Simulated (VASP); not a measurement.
A run of VASP 6.6.1:

Contents of INCAR:

```
SYSTEM = BiOs
PREC = Accurate
ENCUT = 520
EDIFF = 1E-6
ISMEAR = 0
SIGMA = 0.05
LREAL = .FALSE.
LASPH = .TRUE.
NELM = 60
ALGO = Normal
ISIF = 2
LWAVE = .FALSE.
LCHARG = .TRUE.
GGA = RP
LELF = .TRUE.
LVHAR = .TRUE.
NBANDS = 18
```

File KPOINTS:

```
Automatic mesh
0
G
  10 10 10
  0 0 0
```

The input POSCAR:

```
BiOs
1.0
    0.0000000000      2.7958475025      2.7958475025
    2.7958475025      0.0000000000      2.7958475025
    2.7958475025      2.7958475025      0.0000000000
Os Bi
1 1
Direct
    0.5000000000      0.5000000000      0.5000000000
    0.0000000000      0.0000000000      0.0000000000
```

Potentials or basis: VASP PAW PBE potentials, release 64 (Os, Bi_d).

Run with:

```sh
$ cat potpaw_PBE.64/Os/POTCAR potpaw_PBE.64/Bi_d/POTCAR > POTCAR
$ mpirun -np 1 vasp_std > vasp.out
```

Hardware: 1 thread of Intel Xeon 8259CL, on a shared host.

How long does it take, and how much memory?

It took 59 s on 1 thread of Intel Xeon 8259CL (shared host), peak memory 0.2 GiB. Counts: scf iterations 12, k points 47.
